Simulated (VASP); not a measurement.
A run of VASP 6.6.1:

The input INCAR:

```
SYSTEM = CsCd
PREC = Accurate
ENCUT = 520
EDIFF = 1E-6
ISMEAR = -1
SIGMA = 0.05
LREAL = .False.
LASPH = .True.
NELM = 60
ALGO = Normal
ISIF = 2
LWAVE = .False.
LCHARG = .False.
GGA = PE
NBANDS = 18
```

Contents of KPOINTS:

```
regular mesh
0
Gamma
  8 8 8
  0 0 0
```

Contents of POSCAR:

```
CsCd
1.0
    4.7318547659      0.0000000000      0.0000000000
    0.0000000000      4.7318547659      0.0000000000
    0.0000000000      0.0000000000      4.7318547659
Cs Cd
1 1
Direct
    0.0000000000      0.0000000000      0.0000000000
    0.5000000000      0.5000000000      0.5000000000
```

Potentials or basis: VASP PAW PBE potentials, release 64 (Cs_sv, Cd).

The run is started by

```sh
$ cat potpaw_PBE.64/Cs_sv/POTCAR potpaw_PBE.64/Cd/POTCAR > POTCAR
$ mpirun -np 1 vasp_std > vasp.out
```

Hardware: 1 thread of AMD EPYC 7R13, with other jobs on the host.

**Question.** Estimate the wall time of this run.

**Answer.** Run time: 75 s on 1 thread of AMD EPYC 7R13 (shared host), peak memory 0.21 GiB. Counts: scf iterations 12, k points 35.
